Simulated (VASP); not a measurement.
SrC2, 3 atoms in the cell. The structure is trigonal, space group R-3m (No. 166). Conventional cell: a = 5.035 Å, b = 5.035 Å, c = 6.920 Å, α = 90.00°, β = 90.00°, γ = 120.00°. Within 3.7 Å of Sr (site symmetry -3m) lie 14 C at 2.83 to 3.41 Å. C (site symmetry 3m) has 1 C at 1.27 Å within 1.7 Å. 

- Program: VASP 6.6.1
- Task: single point
- Functional: PBEsol
- Potentials or basis: VASP PAW PBE potentials, release 64 (Sr_sv, C)
- Cutoff: 520 eV
- k mesh: 6 × 6 × 6
- Occupations: gaussian, width 0.01 eV
- Spin: no spin polarisation
- Dipole correction: no
- Further INCAR settings: ALGO = Normal; EDIFF = 1e-07; NBANDS = 16

Potentials or basis: VASP PAW PBE potentials, release 64 (Sr_sv, C).

The run is started by

```sh
$ cat potpaw_PBE.64/Sr_sv/POTCAR potpaw_PBE.64/C/POTCAR > POTCAR
$ mpirun -np 1 vasp_std > vasp.out
```

Hardware: 1 thread of AMD EPYC 7R43 64-Core Processor (Zen 3) (shared host).

Task: How long does it take, and how much memory?

Result: Wall time 24 s on 1 thread of AMD EPYC 7R43 64-Core Processor (Zen 3) (shared host), peak memory 0.14 GiB. Counts: scf iterations 16, k points 32.
